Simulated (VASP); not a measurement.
# HfB (Fm-3m) in VASP: a series of runs, part 2 of 2

VASP 6.6.1.

## (5) Single point, PBE

This run uses another cell than the first one, of 14.30 Å³/atom, 1.160 times its volume.

Input file INCAR:

```
ALGO = Normal
EDIFF = 1E-6
ENCUT = 500
GGA = PE
GGA_COMPAT = False
ISIF = 2
ISMEAR = -4
LASPH = True
LCHARG = True
LELF = True
LREAL = False
LVHAR = True
LWAVE = False
NBANDS = 14
NELM = 120
PREC = Accurate
SIGMA = 0.1
```

Input file KPOINTS:

```
k-points
0
Gamma
  6 6 6
```

Input file POSCAR:

```
HfB
1.0
    0.0000000000      2.4271575971      2.4271575971
    2.4271575971      0.0000000000      2.4271575971
    2.4271575971      2.4271575971      0.0000000000
Hf B
1 1
Direct
    0.5000000000      0.5000000000      0.5000000000
    0.0000000000      0.0000000000      0.0000000000
```

Potentials or basis: VASP PAW PBE potentials, release 64 (Hf_pv, B).

The run is started by

```bash
$ cat potpaw_PBE.64/Hf_pv/POTCAR potpaw_PBE.64/B/POTCAR > POTCAR
$ mpirun -np 1 vasp_std > vasp.out
```

OUTCAR:

```text
EDIFF = 1E-6
   ENCUT = 500
   GGA = PE
   ISIF = 2
   ISMEAR = -4
   LASPH = True
   LREAL = False
   NELM = 120
   PREC = Accurate

 ion  position               nearest neighbor table
   1  0.500  0.500  0.500-   2 2.43   2 2.43   2 2.43   2 2.43   2 2.43   2 2.43
   2  0.000  0.000  0.000-   1 2.43   1 2.43   1 2.43   1 2.43   1 2.43   1 2.43

  LATTYP: Found a face centered cubic cell.
 ALAT       =     4.8543151942

  Lattice vectors:

[... 450 lines left out ...]

------------------------ aborting loop because EDIFF is reached ----------------------------------------

  FORCE on cell =-STRESS in cart. coord.  units (eV):
  Direction    XX          YY          ZZ          XY          YZ          ZX
  --------------------------------------------------------------------------------------
  -------------------------------------------------------------------------------------
  Total       -0.2231654     -0.2231654     -0.2231654      0.0000000     -0.0000000      0.0000000
  in kB      -12.5029786    -12.5029786    -12.5029786      0.0000000     -0.0000000      0.0000000
  external PRESSURE =     -12.5029786 kB  Pullay stress =       0.0000000 kB

 VOLUME and BASIS-vectors are now :
 -----------------------------------------------------------------------------
  energy-cutoff  :      500.00
  volume of cell :       28.60
      direct lattice vectors                 reciprocal lattice vectors
     0.000000000  2.427157597  2.427157597    -0.206002280  0.206002280  0.206002280
     2.427157597  0.000000000  2.427157597     0.206002280 -0.206002280  0.206002280
     2.427157597  2.427157597  0.000000000     0.206002280  0.206002280 -0.206002280

 POSITION                                       TOTAL-FORCE (eV/Angst)
 -----------------------------------------------------------------------------------
      2.42716      2.42716      2.42716         0.000000      0.000000      0.000000
      0.00000      0.00000      0.00000        -0.000000     -0.000000      0.000000
 -----------------------------------------------------------------------------------
    total drift:                                0.000000      0.000000      0.000000

  FREE ENERGIE OF THE ION-ELECTRON SYSTEM (eV)
  ---------------------------------------------------
  free  energy   TOTEN  =       -17.3087686183 eV

  energy  without entropy=      -17.3087686183  energy(sigma->0) =      -17.30876862
```

OSZICAR:

```text
N       E                     dE             d eps       ncg     rms          rms(c)
DAV:   1     0.180730835587E+02    0.18073E+02   -0.69281E+03   448   0.823E+02
DAV:   2    -0.181289669092E+02   -0.36202E+02   -0.34227E+02   574   0.178E+02
DAV:   3    -0.190553517125E+02   -0.92638E+00   -0.92470E+00   538   0.195E+01
DAV:   4    -0.190594331635E+02   -0.40815E-02   -0.40813E-02   496   0.161E+00
DAV:   5    -0.190594603526E+02   -0.27189E-04   -0.27189E-04   574   0.118E-01    0.528E+01
DAV:   6    -0.173626244694E+02    0.16968E+01   -0.28164E+00   502   0.101E+01    0.343E+01
DAV:   7    -0.173265942878E+02    0.36030E-01   -0.51593E-01   538   0.487E+00    0.111E+01
DAV:   8    -0.173088724091E+02    0.17722E-01   -0.51693E-02   504   0.136E+00    0.116E+00
DAV:   9    -0.173087557589E+02    0.11665E-03   -0.30541E-03   550   0.388E-01    0.310E-01
DAV:  10    -0.173087688302E+02   -0.13071E-04   -0.74631E-05   538   0.634E-02    0.432E-02
DAV:  11    -0.173087686183E+02    0.21181E-06   -0.21141E-06   530   0.953E-03
   1 F= -.17308769E+02 E0= -.17308769E+02  d E =0.000000E+00
```

stdout:

```text
POSCAR found type information on POSCAR HfB
 POSCAR found :  2 types and       2 ions
 scaLAPACK will be used
 LDA part: xc-table for (Slater+PW92), standard interpolation
 POSCAR, INCAR and KPOINTS ok, starting setup
 FFT: planning ... GRIDC
 FFT: planning ... GRID_SOFT
 FFT: planning ... GRID
 WAVECAR not read
 entering main loop
 -----------------------------------------------------------------------------
|                                                                             |
|           W    W    AA    RRRRR   N    N  II  N    N   GGGG   !!!           |
|           W    W   A  A   R    R  NN   N  II  NN   N  G    G  !!!           |
|           W    W  A    A  R    R  N N  N  II  N N  N  G       !!!           |
|           W WW W  AAAAAA  RRRRR   N  N N  II  N  N N  G  GGG   !            |
|           WW  WW  A    A  R   R   N   NN  II  N   NN  G    G                |
|           W    W  A    A  R    R  N    N  II  N    N   GGGG   !!!           |
|                                                                             |
|     Tetrahedron method does not include variations of the Fermi             |
|     occupations, so forces and stress will be inaccurate. We suggest        |
|     using a different smearing scheme ISMEAR = 1 or 2 for metals in         |
|     relaxations.                                                            |
|                                                                             |
 -----------------------------------------------------------------------------
```

Run time: 12 s. Hardware: 1 thread of Intel Xeon Platinum 8375C at 2.90GHz (Ice Lake), shared host; peak memory 0.15 GiB.

What came out:

```yaml
Free_energy: -17.3088 eV
Pressure: -1.3 GPa
```

Caveat: the k points lie up to 0.37 Å⁻¹ apart; spin-orbit coupling is left out, which moves the levels of the heavy elements.

## (6) Single point, PBE

This run uses another cell than the first one, of 12.94 Å³/atom, 1.050 times its volume.

Input file INCAR:

```
SYSTEM = HfB
PREC = Accurate
ENCUT = 500
EDIFF = 1E-6
ISMEAR = 0
SIGMA = 0.1
LREAL = .FALSE.
LASPH = .TRUE.
NELM = 120
ALGO = Normal
ISIF = 2
LWAVE = .FALSE.
LCHARG = .FALSE.
GGA = PE
NBANDS = 14
GGA_COMPAT = .FALSE.
```

Input file KPOINTS:

```
regular mesh
0
G
  6 6 6
  0 0 0
```

Input file POSCAR:

```
HfB
1.0
    0.0000000000      2.3478755842      2.3478755842
    2.3478755842      0.0000000000      2.3478755842
    2.3478755842      2.3478755842      0.0000000000
Hf B
1 1
Direct
    0.5000000000      0.5000000000      0.5000000000
    0.0000000000      0.0000000000      0.0000000000
```

Potentials or basis: VASP PAW PBE potentials, release 64 (Hf_pv, B).

The run is started by

```bash
$ cat potpaw_PBE.64/Hf_pv/POTCAR potpaw_PBE.64/B/POTCAR > POTCAR
$ mpirun -np 1 vasp_std > vasp.out
```

Wall time 8.6 s (1 thread of Intel Xeon Platinum 8375C at 2.90GHz (Ice Lake), shared host); peak memory 0.13 GiB.

It converged, with:

| Property | Result |
| --- | --- |
| Free energy | -17.3594 eV |
| Pressure | 18.0 GPa |

Levels at points of the mesh, in eV from the Fermi level:
```tsv
k point	band 5	band 6	band 7	band 8	band 9	band 10
(0.00, 0.00, 0.00)	2.36	2.36	2.36	4.02	4.02	4.02
(0.50, 0.00, 0.00)	-4.03	-1.08	-1.08	6.42	6.42	7.39
(0.50, 0.50, 0.00)	-0.84	-0.77	2.41	2.41	6.14	7.70
```

Caveat: the k points lie up to 0.39 Å⁻¹ apart; spin-orbit coupling is left out, which moves the levels of the heavy elements.

## (7) Overview

```csv
level,potentials or basis,cell,k mesh,smearing,gap on the mesh (eV),pressure (GPa)
PBE,"VASP PAW PBE potentials, release 64 (Hf_pv, B)","a = 3.267 Å, angles 60.0°, 2 atoms",4 × 4 × 4,gaussian 0.1 eV,none,32.6
LDA,"VASP PAW LDA potentials, release 64 (Hf_pv, B)","a = 3.267 Å, angles 60.0°, 2 atoms",6 × 6 × 6,gaussian 0.1 eV,none,20.0
PBE,"VASP PAW PBE potentials, release 64 (Hf_pv, B)","a = 3.267 Å, angles 60.0°, 2 atoms",6 × 6 × 6,gaussian 0.1 eV,none,30.7
PBE,"VASP PAW PBE potentials, release 64 (Hf_pv, B)","a = 3.433 Å, angles 60.0°, 2 atoms",6 × 6 × 6,tetrahedron,none,-1.3
PBE,"VASP PAW PBE potentials, release 64 (Hf_pv, B)","a = 3.320 Å, angles 60.0°, 2 atoms",6 × 6 × 6,gaussian 0.1 eV,none,18.0
```

Alike in all rows: task single point; no spin polarisation; cutoff (eV) 500.

Caveats: all runs use coarse meshes; spin-orbit coupling is left out, which moves the levels of the heavy elements.

Total energies depend on the potentials used, so only differences within one code and one set of settings carry meaning.
